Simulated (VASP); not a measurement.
# TlCu3Ge (Pm-3m) in VASP: single point with PBE

Aim: the single point of TlCu3Ge with PBE.

Everything below comes from runs of VASP 6.6.1. Logs are shortened: lines on timing, memory, paths and dates and some standing lists are left out, and cuts for length are marked.

**1. The cell of the first run**

It takes space group Pm-3m (No. 221, cubic). Conventional cell: a = 4.408 Å, b = 4.408 Å, c = 4.408 Å, α = 90.00°, β = 90.00°, γ = 90.00°. Tl (site symmetry m-3m) has 6 Cu at 2.20 Å within 2.9 Å. Within 2.9 Å of Cu (site symmetry 4/mmm) lie 2 Tl at 2.20 Å. Within 4.1 Å of Ge (site symmetry m-3m) lie 12 Cu at 3.12 Å and 8 Tl at 3.82 Å.

**2. Single point, PBE**

INCAR

```
  PREC = Accurate
  ENCUT = 520
  EDIFF = 1E-6
  ISMEAR = 0
  SIGMA = 0.1
  LREAL = False
  LASPH = True
  NELM = 100
  ALGO = Normal
  ISIF = 2
  LWAVE = False
  LCHARG = True
  GGA = PE
  LELF = True
  LVHAR = True
  NBANDS = 38
```

KPOINTS

```
Automatic mesh
0
Gamma
  4 4 4
```

POSCAR

```
TlCu3Ge
1.0
    4.4082228700      0.0000000000      0.0000000000
    0.0000000000      4.4082228700      0.0000000000
    0.0000000000      0.0000000000      4.4082228700
Tl Cu Ge
1 3 1
Direct
    0.5000000000      0.5000000000      0.5000000000
    0.0000000000      0.5000000000      0.5000000000
    0.5000000000      0.0000000000      0.5000000000
    0.5000000000      0.5000000000      0.0000000000
    0.0000000000      0.0000000000      0.0000000000
```

Potentials or basis: VASP PAW PBE potentials, release 64 (Tl_d, Cu, Ge_d).

Started as:

```bash
$ cat potpaw_PBE.64/Tl_d/POTCAR potpaw_PBE.64/Cu/POTCAR potpaw_PBE.64/Ge_d/POTCAR > POTCAR
$ mpirun -np 1 vasp_std > vasp.out
```

OUTCAR:

```text
PREC = Accurate
   ENCUT = 520
   EDIFF = 1E-6
   ISMEAR = 0
   LREAL = False
   LASPH = True
   NELM = 100
   ISIF = 2
   GGA = PE

 ion  position               nearest neighbor table
   1  0.500  0.500  0.500-   2 2.20   3 2.20   4 2.20   4 2.20   3 2.20   2 2.20
   2  0.000  0.500  0.500-   1 2.20   1 2.20
   3  0.500  0.000  0.500-   1 2.20   1 2.20
   4  0.500  0.500  0.000-   1 2.20   1 2.20
   5  0.000  0.000  0.000-

  LATTYP: Found a simple cubic cell.
 ALAT       =     4.4082228700

  Lattice vectors:

 A1 = (   4.4082228700,   0.0000000000,   0.0000000000)
 A2 = (   0.0000000000,   4.4082228700,   0.0000000000)
 A3 = (   0.0000000000,   0.0000000000,   4.4082228700)

Analysis of symmetry for initial positions (statically):
=====================================================================
 Subroutine PRICEL returns:
 Original cell was already a primitive cell.

 Routine SETGRP: Setting up the symmetry group for a
 simple cubic supercell.

 Subroutine GETGRP returns: Found 48 space group operations
 (whereof 48 operations were pure point group operations)
 out of a pool of 48 trial point group operations.

The static configuration has the point symmetry O_h .

Analysis of symmetry for dynamics (positions and initial velocities):
=====================================================================
 Subroutine PRICEL returns:
 Original cell was already a primitive cell.

 Routine SETGRP: Setting up the symmetry group for a
 simple cubic supercell.

 Subroutine GETGRP returns: Found 48 space group operations
 (whereof 48 operations were pure point group operations)
 out of a pool of 48 trial point group operations.

The dynamic configuration has the point symmetry O_h .

 Subroutine INISYM returns: Found 48 space group operations
 (whereof 48 operations are pure point group operations),
 and found     1 'primitive' translations

----------------------------------------------------------------------------------------

                                     Primitive cell

  volume of cell :      85.6625

  direct lattice vectors                    reciprocal lattice vectors
     4.408222870  0.000000000  0.000000000     0.226848785  0.000000000  0.000000000
     0.000000000  4.408222870  0.000000000     0.000000000  0.226848785  0.000000000
[... 74 lines left out ...]
   ENCUT  =  520.0 eV  38.22 Ry    6.18 a.u.   8.20  8.20  8.20*2*pi/ulx,y,z
   NELM   =    100;   NELMIN=  2; NELMDL= -5     # of ELM steps
   EDIFF  = 0.1E-05   stopping-criterion for ELM
   LREAL  =      F    real-space projection
   EDIFFG = 0.1E-04   stopping-criterion for IOM
   NSW    =      0    number of steps for IOM
   IBRION =     -1    ionic relax: 0-MD 1-quasi-New 2-CG
   NFREE  =      0    steps in history (QN), initial steepest desc. (CG)
   ISIF   =      2    stress and relaxation
   ISYM   =      2    0-nonsym 1-usesym 2-fastsym
   POTIM  = 0.5000    time-step for ionic-motion
   TEBEG  =    0.0;   TEEND  =   0.0 temperature during run
   PSTRESS=    0.0 pullay stress
   NELECT =      60.0000    total number of electrons
   NUPDOWN=      -1.0000    fix difference up-down
   EMIN   =  10.00;   EMAX   =-10.00  energy-range for DOS
   EFERMI =   0.00;   METHOD = LEGACY
   ISMEAR =     0;   SIGMA  =   0.10  broadening in eV -4-tet -1-fermi 0-gaus
   EFERMI_NEDOS =   21; number of points for ismear=-14 and -15
   IALGO  =     38    algorithm
   IMIX   =      4    mixing-type and parameters
     AMIX     =   0.40;   BMIX     =  1.00
     AMIX_MAG =   1.60;   BMIX_MAG =  1.00
  volume/ion in A,a.u.               =      17.13       115.62
  Fermi-wavevector in a.u.,A,eV,Ry     =   1.453879  2.747434 28.759521  2.113765
  Thomas-Fermi vector in A             =   2.571095
   LORBIT       =      0    0 simple, 1 ext, 2 COOP (PROOUT), +10 PAW based schemes
   GGA     = PE    functional components
   LHFCALC =     F    Hartree Fock is set to
   AEXX    =    0.0000 exact exchange contribution
   IVDW    =     0    specifies the selected vdW correction
   LEPSILON=     F    determine dielectric tensor
   LRPA    =     F    only Hartree local field effects (RPA)
 non-spin polarized calculation
 Gauss-broadening in eV      SIGMA  =   0.10
  energy-cutoff  :      520.00
  volume of cell :       85.66
 maximum number of plane-waves:      2325
 NGX is ok and might be reduce to    36
   NGX = 17   NGY = 17   NGZ = 17

 number of electron      60.0000016 magnetization

 Free energy of the ion-electron system (eV)
  ---------------------------------------------------
  ext. energy  EPLUGINS =         0.00000000
  ---------------------------------------------------
  free energy    TOTEN  =       -10.75826211 eV

  energy without entropy =      -10.75826206  energy(sigma->0) =      -10.75826209

 E-fermi :   6.7668     XC(G=0): -11.2501

 val. band max:        6.4167630135   @ k =   0.5000   0.5000   0.2500
 cond. band min:       7.1166214003   @ k =   0.5000   0.0000   0.0000
 fundamental gap:      0.6998583867
 Fermi energy:         6.7668141759

 k-point     1 :       0.0000    0.0000    0.0000
  band No.  band energies     occupation
      1     -18.1040      2.00000
      2     -18.1040      2.00000
      3     -18.1034      2.00000
      4     -18.1034      2.00000
      5     -18.1034      2.00000
      6      -6.9162      2.00000
[... 399 lines left out ...]
     37      19.3810      0.00000
     38      19.3815      0.00000

------------------------ aborting loop because EDIFF is reached ----------------------------------------

  FORCE on cell =-STRESS in cart. coord.  units (eV):
  Direction    XX          YY          ZZ          XY          YZ          ZX
  --------------------------------------------------------------------------------------
  -------------------------------------------------------------------------------------
  Total       17.2789449     17.2789449     17.2789449      0.0000000     -0.0000000      0.0000000
  in kB      323.1745635    323.1745635    323.1745635      0.0000000     -0.0000000      0.0000000
  external PRESSURE =     323.1745635 kB  Pullay stress =       0.0000000 kB

 VOLUME and BASIS-vectors are now :
 -----------------------------------------------------------------------------
  energy-cutoff  :      520.00
  volume of cell :       85.66
      direct lattice vectors                 reciprocal lattice vectors
     4.408222870  0.000000000  0.000000000     0.226848785  0.000000000  0.000000000
     0.000000000  4.408222870  0.000000000     0.000000000  0.226848785  0.000000000
     0.000000000  0.000000000  4.408222870     0.000000000  0.000000000  0.226848785

 POSITION                                       TOTAL-FORCE (eV/Angst)
 -----------------------------------------------------------------------------------
      2.20411      2.20411      2.20411         0.000000      0.000000      0.000000
      0.00000      2.20411      2.20411         0.000000      0.000000      0.000000
      2.20411      0.00000      2.20411         0.000000      0.000000      0.000000
      2.20411      2.20411      0.00000         0.000000      0.000000      0.000000
      0.00000      0.00000      0.00000         0.000000      0.000000      0.000000
 -----------------------------------------------------------------------------------
    total drift:                                0.000000      0.000000      0.000000

  FREE ENERGIE OF THE ION-ELECTRON SYSTEM (eV)
  ---------------------------------------------------
  free  energy   TOTEN  =       -10.7582621118 eV

  energy  without entropy=      -10.7582620604  energy(sigma->0) =      -10.75826209
```

It took 22 s on 1 thread of Intel Xeon 6975P-C (Granite Rapids), shared host; peak memory 0.21 GiB.

What came out:

```yaml
Free_energy: -10.7583 eV
Pressure: 32.3 GPa
Band_gap_on_the_k_mesh: zero (band 30 reaches 8.46 eV, above the bottom of band 31 at 5.62 eV)
```

Caveat: spin-orbit coupling is left out, which moves the levels of the heavy elements.
